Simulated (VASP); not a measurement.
Input of a VASP 6.6.1 run:

Contents of INCAR:

```
SYSTEM = Na
PREC     = Accurate       ! precision mode
ENCUT    = 500            ! plane-wave cutoff, eV
EDIFF    = 1E-6           ! SCF threshold, eV
ISMEAR   = -1             ! smearing method
SIGMA    = 0.1            ! smearing width, eV
LREAL    = .FALSE.        ! projectors in reciprocal space
LASPH    = .TRUE.         ! aspherical terms in the spheres
NELM     = 120            ! most SCF steps
ALGO     = Normal         ! electronic algorithm
ISIF     = 2              ! what is computed and relaxed
LWAVE    = .FALSE.        ! write WAVECAR
LCHARG   = .FALSE.        ! write CHGCAR
GGA      = PS             ! functional
NBANDS   = 10             ! bands
GGA_COMPAT= .FALSE.
```

File KPOINTS:

```
Automatic mesh
0
G
  16 16 16
  0 0 0
```

POSCAR

```
Na
1.0
   -1.6631126902      1.6631126902      1.6631126902
    1.6631126902     -1.6631126902      1.6631126902
    1.6631126902      1.6631126902     -1.6631126902
Na
1
Direct
    0.0000000000      0.0000000000      0.0000000000
```

Potentials or basis: VASP PAW PBE potentials, release 64 (Na_pv).

The run is started by

```bash
$ cat potpaw_PBE.64/Na_pv/POTCAR > POTCAR
$ mpirun -np 1 vasp_std > vasp.out
```

Question: Predict the band gap on the k mesh.

Answer: Zero (an odd number of electrons rules out a gap without spin polarisation).

Question: What does it give for the pressure?

Answer: 18.8 GPa.

Caveat: the cell stands under pressure; the PAW data sets were made with another functional, which shifts forces and pressure a little.
